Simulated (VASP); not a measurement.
**Te: single point with r2SCAN**

Crystal: Te.

```
CELL_PARAMETERS angstrom
-2.85572 3.74220 1.48217
2.85572 -3.74220 1.48217
2.85572 3.74220 -1.48217
ATOMIC_POSITIONS crystal
Te 0.99907 0.24907 0.75000
Te 0.00093 0.75093 0.25000
```

```yaml
Program: VASP 6.6.1
Task: single point
Functional: r2SCAN
Potentials_or_basis: VASP PAW PBE potentials, release 64 (Te)
Cutoff: 520 eV
k_mesh: 11 × 11 × 11
Occupations: methfessel-paxton, width 0.1 eV
Spin: no spin polarisation
Dipole_correction: no
Further_INCAR_settings: ALGO = Normal; EDIFF = 1e-07; NBANDS = 13
```

The pressure is 6.6 GPa and the band gap on the k mesh is zero (bands 6 and 7 overlap by 4.71 eV).

Forces in eV/Å, atoms in the order of the input:
```
Te   0.000  0.000  0.002
Te   0.000  0.000 -0.002
```

Stress tensor (GPa, compression positive):
```
9.12 0.00 0.00
0.00 1.20 0.00
0.00 0.00 9.37
```

Levels at points of the mesh, in eV from the Fermi level:
```tsv
k point	band 2	band 3	band 4	band 5	band 6	band 7	band 8	band 9	band 10	band 11
(0.00, 0.00, 0.00)	-10.65	-6.47	-2.56	-1.96	2.93	3.53	4.19	4.36	5.78	8.21
```

Run time: 6.5 min on 1 thread of Intel(R) Xeon(R) 6975P-C (Granite Rapids) (shared host), peak memory 0.35 GiB.

Caveat: the cell stands under pressure; the PAW data sets were made with another functional, which shifts forces and pressure a little; spin-orbit coupling is left out, which moves the levels of the heavy elements.
